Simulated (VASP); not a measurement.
Input of a VASP 6.6.1 run:

INCAR

```
SYSTEM = CaMg
PREC = Accurate
ENCUT = 520
EDIFF = 1E-6
ISMEAR = 0
SIGMA = 0.15
LREAL = .False.
LASPH = .True.
NELM = 100
ALGO = Normal
ISIF = 2
LWAVE = .False.
LCHARG = .False.
NBANDS = 13
```

The input KPOINTS:

```
Automatic mesh
0
Gamma
  12 12 12
  0 0 0
```

Contents of POSCAR:

```
CaMg
1.0
    3.7938385159      0.0000000000      0.0000000000
    0.0000000000      3.7938385159      0.0000000000
    0.0000000000      0.0000000000      3.7938385159
Ca Mg
1 1
Direct
    0.0171011642      0.0000000000      0.0000000000
    0.4718008451      0.5000000000      0.5000000000
```

Potentials or basis: VASP PAW LDA potentials, release 64 (Ca_sv, Mg).

Launch:

```sh
$ cat potpaw_LDA.64/Ca_sv/POTCAR potpaw_LDA.64/Mg/POTCAR > POTCAR
$ mpirun -np 1 vasp_std > vasp.out
```

(1) Predict the band gap on the k mesh.

(2) What does it give for the largest force?

(3) Estimate the pressure.

## Answers

(1) zero (bands 6 and 7 overlap by 1.32 eV).

(2) 0.494 eV/Å.

(3) 1.7 GPa.

Caveat: the cell differs from its parent crystal (atoms displaced along a vibrational mode, the cell strained).
